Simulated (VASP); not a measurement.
# Co4Ge (R-3m) in VASP: notebook

Co4Ge is run at these levels: PBE; tasks: single point.

Everything below comes from runs of VASP 6.6.1. Logs are shortened: lines on timing, memory, paths and dates and some standing lists are left out, and cuts for length are marked.

### Step 1. The cell of the first run

Symmetry: R-3m, No. 166, trigonal system. Conventional cell: a = 2.625 Å, b = 2.625 Å, c = 29.588 Å, α = 90.00°, β = 90.00°, γ = 120.00°. Co (site symmetry 3m) has 9 Co at 2.45 to 2.62 Å and 3 Ge at 2.51 Å within 3.2 Å. Within 3.2 Å of Co (site symmetry 3m) lie 12 Co at 2.45 to 2.62 Å. Within 3.3 Å of Ge (site symmetry -3m) lie 6 Co at 2.51 Å and 6 Ge at 2.62 Å.

### Step 2. Single point, PBE, collinear spin, antiferromagnetic start

Contents of INCAR:

```
  ALGO = Normal
  EDIFF = 1E-6
  ENCUT = 520
  GGA = PE
  ISIF = 2
  ISMEAR = 0
  ISPIN = 2
  LASPH = True
  LCHARG = False
  LMAXMIX = 4
  LORBIT = 11
  LREAL = False
  LWAVE = False
  MAGMOM = -3 3 3 -3 0
  NBANDS = 37
  NELM = 150
  PREC = Accurate
  SIGMA = 0.1
```

Contents of KPOINTS:

```
k-points
0
Gamma
  6 6 6
```

Contents of POSCAR:

```
Co4Ge
1.0
    1.3124951100      0.7577694100      9.8626480100
   -1.3124951100      0.7577694100      9.8626480100
    0.0000000000     -1.5155388100      9.8626480100
Co Ge
4 1
Direct
    0.4011600000      0.4011600000      0.4011600000
    0.7996799900      0.7996799900      0.7996799900
    0.2003200100      0.2003200100      0.2003200100
    0.5988400000      0.5988400000      0.5988400000
    0.0000000000      0.0000000000      0.0000000000
```

Potentials or basis: VASP PAW PBE potentials, release 64 (Co, Ge_d).

Command:

```
cat potpaw_PBE.64/Co/POTCAR potpaw_PBE.64/Ge_d/POTCAR > POTCAR
mpirun -np 1 vasp_std > vasp.out
```

OUTCAR:

```text
EDIFF = 1E-6
   ENCUT = 520
   GGA = PE
   ISIF = 2
   ISMEAR = 0
   ISPIN = 2
   LASPH = True
   LORBIT = 11
   LREAL = False
   NELM = 150
   PREC = Accurate

 ion  position               nearest neighbor table
   1  0.401  0.401  0.401-   2 2.45   2 2.45   2 2.45   5 2.51   5 2.51   5 2.51
   2  0.800  0.800  0.800-   1 2.45   1 2.45   1 2.45   3 2.50   3 2.50   3 2.50
   3  0.200  0.200  0.200-   4 2.45   4 2.45   4 2.45   2 2.50   2 2.50   2 2.50
   4  0.599  0.599  0.599-   3 2.45   3 2.45   3 2.45   5 2.51   5 2.51   5 2.51
   5  0.000  0.000  0.000-   4 2.51   4 2.51   1 2.51   1 2.51   4 2.51   1 2.51

  LATTYP: Found a trigonal (rhomboedric) cell.
 ALAT       =     9.9784108786
 COS(alpha) =     0.9653978870

  Lattice vectors:

 A1 = (   1.3124951100,   0.7577694100,   9.8626480100)
 A2 = (  -1.3124951100,   0.7577694100,   9.8626480100)
 A3 = (   0.0000000000,  -1.5155388100,   9.8626480100)

Analysis of symmetry for initial positions (statically):
=====================================================================
 Subroutine PRICEL returns:
 Original cell was already a primitive cell.

 Routine SETGRP: Setting up the symmetry group for a
 trigonal (rhombohedral) supercell.

 Subroutine GETGRP returns: Found 12 space group operations
 (whereof 12 operations were pure point group operations)
 out of a pool of 12 trial point group operations.

The static configuration has the point symmetry D_3d.

Analysis of symmetry for dynamics (positions and initial velocities):
=====================================================================
 Subroutine PRICEL returns:
 Original cell was already a primitive cell.

 Routine SETGRP: Setting up the symmetry group for a
 trigonal (rhombohedral) supercell.

 Subroutine GETGRP returns: Found 12 space group operations
 (whereof 12 operations were pure point group operations)
 out of a pool of 12 trial point group operations.

The dynamic configuration has the point symmetry D_3d.

Analysis of structural, dynamic, and magnetic symmetry:
=====================================================================
 Subroutine PRICEL returns:
 Original cell was already a primitive cell.

 Routine SETGRP: Setting up the symmetry group for a
 trigonal (rhombohedral) supercell.

 Subroutine GETGRP returns: Found 12 space group operations
 (whereof 12 operations were pure point group operations)
 out of a pool of 12 trial point group operations.

The overall configuration has the point symmetry D_3d.

 Subroutine INISYM returns: Found 12 space group operations
 (whereof 12 operations are pure point group operations),
 and found     1 'primitive' translations

----------------------------------------------------------------------------------------

                                     Primitive cell

  volume of cell :      58.8545

  direct lattice vectors                    reciprocal lattice vectors
     1.312495110  0.757769410  9.862648010     0.380953800  0.219943779  0.033797549
    -1.312495110  0.757769410  9.862648010    -0.380953800  0.219943779  0.033797549
     0.000000000 -1.515538810  9.862648010     0.000000000 -0.439887557  0.033797550

  length of vectors
     9.978410879  9.978410879  9.978410878     0.441184018  0.441184018  0.441184018

  position of ions in fractional coordinates (direct lattice)
     0.401160000  0.401160000  0.401160000
     0.799679990  0.799679990  0.799679990
     0.200320010  0.200320010  0.200320010
     0.598840000  0.598840000  0.598840000
     0.000000000  0.000000000  0.000000000

  ion indices of the primitive-cell ions
   primitive index   ion index
                 1           1
                 2           2
                 3           3
                 4           4
                 5           5

----------------------------------------------------------------------------------------

 KPOINTS: k-points

Automatic generation of k-mesh.
 Grid dimensions read from file:
 generate k-points for:    6    6    6

 Generating k-lattice:

  Cartesian coordinates                     Fractional coordinates (reciprocal lattice)
     0.063492300  0.036657296  0.005632925     0.166666667 -0.000000000  0.000000000
    -0.063492300  0.036657296  0.005632925    -0.000000000  0.166666667  0.000000000
     0.000000000 -0.073314593  0.005632925    -0.000000000 -0.000000000  0.166666667

  Length of vectors
     0.073530670  0.073530670  0.073530670

  Shift w.r.t. Gamma in fractional coordinates (k-lattice)
     0.000000000  0.000000000  0.000000000

 Subroutine IBZKPT returns following result:
 ===========================================

 Found     32 irreducible k-points:

 Following reciprocal coordinates:
            Coordinates               Weight
  0.000000  0.000000  0.000000      1.000000
  0.166667 -0.000000 -0.000000      6.000000
  0.333333 -0.000000  0.000000      6.000000
  0.500000 -0.000000  0.000000      3.000000
  0.166667  0.166667 -0.000000      6.000000
  0.333333  0.166667  0.000000     12.000000
[... 16 lines left out ...]
  0.500000  0.500000  0.166667      6.000000
 -0.333333  0.500000  0.166667     12.000000
 [... further k-points ...]
   k-points           NKPTS =     32   k-points in BZ     NKDIM =     32   number of bands    NBANDS=     37
   number of dos      NEDOS =    301   number of ions     NIONS =      5
   total plane-waves  NPLWV = 512000
   dimension x,y,z NGX =    80 NGY =   80 NGZ =   80
   dimension x,y,z NGXF=   160 NGYF=  160 NGZF=  160
   ions per type =               4   1
   NGX,Y,Z   is equivalent  to a cutoff of  13.33, 13.33, 13.33 a.u.
   NGXF,Y,Z  is equivalent  to a cutoff of  26.66, 26.66, 26.66 a.u.
 SYSTEM =  unknown system
   PREC   = accura    normal or accurate (medium, high low for compatibility)
   ISTART =      0    job   : 0-new  1-cont  2-samecut
   ICHARG =      2    charge: 1-file 2-atom 10-const
   ISPIN  =      2    spin polarized calculation?
   LNONCOLLINEAR =      F non collinear calculations
   LSORBIT =      F    spin-orbit coupling
   LASPH  =      T    aspherical Exc in radial PAW
   ENCUT  =  520.0 eV  38.22 Ry    6.18 a.u.  18.55 18.55 18.55*2*pi/ulx,y,z
   NELM   =    150;   NELMIN=  2; NELMDL= -5     # of ELM steps
   EDIFF  = 0.1E-05   stopping-criterion for ELM
   LREAL  =      F    real-space projection
   EDIFFG = 0.1E-04   stopping-criterion for IOM
   NSW    =      0    number of steps for IOM
   IBRION =     -1    ionic relax: 0-MD 1-quasi-New 2-CG
   NFREE  =      0    steps in history (QN), initial steepest desc. (CG)
   ISIF   =      2    stress and relaxation
   ISYM   =      2    0-nonsym 1-usesym 2-fastsym
   POTIM  = 0.5000    time-step for ionic-motion
   TEBEG  =    0.0;   TEEND  =   0.0 temperature during run
   PSTRESS=    0.0 pullay stress
   NELECT =      50.0000    total number of electrons
   NUPDOWN=      -1.0000    fix difference up-down
   EMIN   =  10.00;   EMAX   =-10.00  energy-range for DOS
   EFERMI =   0.00;   METHOD = LEGACY
   ISMEAR =     0;   SIGMA  =   0.10  broadening in eV -4-tet -1-fermi 0-gaus
   EFERMI_NEDOS =   21; number of points for ismear=-14 and -15
   IALGO  =     38    algorithm
   IMIX   =      4    mixing-type and parameters
     AMIX     =   0.40;   BMIX     =  1.00
     AMIX_MAG =   1.60;   BMIX_MAG =  1.00
  volume/ion in A,a.u.               =      11.77        79.43
  Fermi-wavevector in a.u.,A,eV,Ry     =   1.550500  2.930019 32.709071  2.404049
  Thomas-Fermi vector in A             =   2.655154
   LORBIT       =     11    0 simple, 1 ext, 2 COOP (PROOUT), +10 PAW based schemes
   GGA     = PE    functional components
   LHFCALC =     F    Hartree Fock is set to
   AEXX    =    0.0000 exact exchange contribution
   IVDW    =     0    specifies the selected vdW correction
   LEPSILON=     F    determine dielectric tensor
   LRPA    =     F    only Hartree local field effects (RPA)
 spin polarized calculation
 Gauss-broadening in eV      SIGMA  =   0.10
  energy-cutoff  :      520.00
  volume of cell :       58.85
 maximum number of plane-waves:      1615
 NGX is ok and might be reduce to    80
   NGX = 37   NGY = 37   NGZ = 37

 number of electron      50.0000005 magnetization       2.3185184

 Free energy of the ion-electron system (eV)
  ---------------------------------------------------
  ext. energy  EPLUGINS =         0.00000000
  ---------------------------------------------------
  free energy    TOTEN  =       -31.64051022 eV

  energy without entropy =      -31.61646381  energy(sigma->0) =      -31.62848702

 E-fermi :   9.9241     XC(G=0): -13.1284

 val. band max:        9.9155470590   @ k =   0.5000   0.3333   0.3333
 cond. band min:       9.9313456791   @ k =   0.3333   0.1667   0.0000
 fundamental gap:      0.0157986200
 Fermi energy:         9.9240983578

 spin component 1

 k-point     1 :       0.0000    0.0000    0.0000
  band No.  band energies     occupation
      1     -15.2021      1.00000
      2     -15.2021      1.00000
      3     -15.1195      1.00000
      4     -14.9369      1.00000
      5     -14.9369      1.00000
      6      -4.3358      1.00000
[... 949 lines left out ...]
     36      19.5331      0.00000
     37      19.7534      0.00000

 [... further k-points ...]

 spin component 2

 k-point     1 :       0.0000    0.0000    0.0000
  band No.  band energies     occupation
      1     -15.2111      1.00000
      2     -15.2111      1.00000
      3     -15.1253      1.00000
      4     -14.9413      1.00000
      5     -14.9413      1.00000
      6      -4.3586      1.00000
[... 949 lines left out ...]
     36      19.7759      0.00000
     37      19.8484      0.00000

 [... further k-points ...]

------------------------ aborting loop because EDIFF is reached ----------------------------------------

  FORCE on cell =-STRESS in cart. coord.  units (eV):
  Direction    XX          YY          ZZ          XY          YZ          ZX
  --------------------------------------------------------------------------------------
  -------------------------------------------------------------------------------------
  Total       -1.1366912     -1.1366912     -1.2381078      0.0000000     -0.0000000      0.0000000
  in kB      -30.9437920    -30.9437922    -33.7046239      0.0000000     -0.0000000      0.0000000
  external PRESSURE =     -31.8640694 kB  Pullay stress =       0.0000000 kB

 VOLUME and BASIS-vectors are now :
 -----------------------------------------------------------------------------
  energy-cutoff  :      520.00
  volume of cell :       58.85
      direct lattice vectors                 reciprocal lattice vectors
     1.312495110  0.757769410  9.862648010     0.380953800  0.219943779  0.033797549
    -1.312495110  0.757769410  9.862648010    -0.380953800  0.219943779  0.033797549
     0.000000000 -1.515538810  9.862648010     0.000000000 -0.439887557  0.033797550

 POSITION                                       TOTAL-FORCE (eV/Angst)
 -----------------------------------------------------------------------------------
      0.00000      0.00000     11.86950         0.000000     -0.000000     -0.870214
      0.00000      0.00000     23.66089         0.000000      0.000000      0.517243
      0.00000      0.00000      5.92706         0.000000     -0.000000     -0.517243
      0.00000      0.00000     17.71844         0.000000      0.000000      0.870214
      0.00000      0.00000      0.00000         0.000000     -0.000000     -0.000000
 -----------------------------------------------------------------------------------
    total drift:                                0.000000      0.000000     -0.000000

  FREE ENERGIE OF THE ION-ELECTRON SYSTEM (eV)
  ---------------------------------------------------
  free  energy   TOTEN  =       -31.6405102240 eV

  energy  without entropy=      -31.6164638118  energy(sigma->0) =      -31.62848702

 total charge

# of ion       s       p       d       tot
------------------------------------------
    1        0.436   0.474   7.358   8.268
    2        0.463   0.463   7.208   8.134
    3        0.463   0.463   7.208   8.134
    4        0.436   0.474   7.358   8.268
    5        1.142   1.240  10.149  12.531
--------------------------------------------------
tot          2.940   3.114  39.282  45.335

 magnetization (x)

# of ion       s       p       d       tot
------------------------------------------
    1       -0.003  -0.009  -0.444  -0.456
    2       -0.006  -0.027   1.681   1.648
    3       -0.006  -0.027   1.681   1.648
    4       -0.003  -0.009  -0.444  -0.456
    5       -0.015  -0.007   0.002  -0.019
--------------------------------------------------
tot         -0.033  -0.079   2.475   2.364
```

Run time: 53 min. Hardware: 1 thread of AMD EPYC 7R13 (Zen 3), shared host; peak memory 1.3 GiB.

What came out:

```yaml
Free_energy: -31.6405 eV
Pressure: -3.2 GPa
Largest_force: 0.870 eV/Å
Net_moment: 2.32 μB per cell
Site_moments: Co -0.46, +1.65 (each value once); Ge -0.02 μB
Valence_electrons_inside_the_program's_atomic_spheres: Co 8.27, 8.13 (each value once); Ge 12.53
```

Forces on the atoms (eV/Å):
```
Co   0.000  0.000 -0.870
Co   0.000  0.000  0.517
Co   0.000  0.000 -0.517
Co   0.000  0.000  0.870
Ge   0.000  0.000  0.000
```

Stress tensor (GPa, compression positive):
```
-3.09  0.00  0.00
 0.00 -3.09  0.00
 0.00  0.00 -3.37
```

Levels at points of the mesh, in eV from the Fermi level:
Spin up:
```
           k point  band 24  band 25  band 26  band 27  band 28  band 29
(0.00, 0.00, 0.00)    -0.87    -0.87    -0.74    -0.32    -0.32    -0.23
(0.50, 0.00, 0.00)    -0.53    -0.44     0.54     0.54     0.71     1.71
(0.50, 0.50, 0.00)    -0.15     0.02     0.54     0.55     0.56     0.64
(0.50, 0.50, 0.50)    -0.86    -0.86    -0.34    -0.33    -0.33    -0.21
```
Spin down:
| k point | band 21 | band 22 | band 23 | band 24 | band 25 | band 26 | band 27 | band 28 |
| --- | --- | --- | --- | --- | --- | --- | --- | --- |
| (0.00, 0.00, 0.00) | -1.05 | -0.88 | -0.53 | -0.53 | -0.31 | -0.31 | 0.17 | 0.17 |
| (0.50, 0.00, 0.00) | -0.32 | -0.17 | -0.14 | -0.06 | 0.65 | 0.81 | 0.87 | 0.90 |
| (0.50, 0.50, 0.00) | -0.17 | -0.15 | 0.02 | 0.29 | 0.69 | 0.81 | 0.90 | 0.93 |
| (0.50, 0.50, 0.50) | -0.88 | -0.53 | -0.53 | -0.49 | -0.32 | -0.32 | 0.17 | 0.17 |

Caveat: the k points lie up to 0.46 Å⁻¹ apart.

[end of part 1 of 2]
